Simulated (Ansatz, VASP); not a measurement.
# Two plane-wave programs on Nb

Contents of INCAR:

```
PREC = Accurate
ENCUT = 520
EDIFF = 1E-6
ISMEAR = -1
SIGMA = 0.1
LREAL = F
LASPH = T
NELM = 100
ALGO = Normal
ISIF = 2
LWAVE = F
LCHARG = F
NBANDS = 12
```

Contents of KPOINTS:

```
regular mesh
0
Gamma
  15 15 15
```

POSCAR

```
Nb
1.0
    0.0000000000      2.1249745144      2.1249745144
    2.1249745144      0.0000000000      2.1249745144
    2.1249745144      2.1249745144      0.0000000000
Nb
1
Direct
    0.0000000000      0.0000000000      0.0000000000
```

Input for Ansatz:

```yaml
crystal:
  lattice:
    - [0.0, 2.1249745144, 2.1249745144]
    - [2.1249745144, 0.0, 2.1249745144]
    - [2.1249745144, 2.1249745144, 0.0]
  atoms:
    - { symbol: Nb, position: [0.0, 0.0, 0.0] }
hamiltonian:
  xc: lda
  pseudopotentials:
    kind: paw
    azcp:
      Nb: "pseudopotentials/Nb.paw.azcp"
basis:
  ecutwfc: 420
  fft_grid_basis: typed
kpoints:
  mp_grid: { grid: [15, 15, 15], shift: [0, 0, 0] }
magnetization:
  spin_polarized: false
scf:
  occupations: { method: fermi_dirac, width: 0.1 }
  lower_state_search: "off"
output:
  stress: true
```

Alike in both runs: task single point; functional LDA; k mesh 15 × 15 × 15; occupations fermi-dirac, width 0.1 eV; no spin polarisation.

|  | VASP | Ansatz |
| --- | --- | --- |
| version | VASP 6.6.1 | Ansatz 0.2.0 |
| potentials or method | VASP PAW LDA potentials, release 64 (Nb_sv), cutoff 520 eV | plane waves (420 eV) with PAW, scalar-relativistic |
| valence electrons in the cell | 13 | 13 |

```tsv
	VASP	Ansatz	Ansatz less VASP
pressure (GPa)	-12.6	-12.4	+0.14
```

Ansatz warns that its potentials were made for another functional, while VASP's fit it. LDA's correlation is that of Perdew and Zunger in VASP and of Perdew and Wang (1992) in Ansatz.
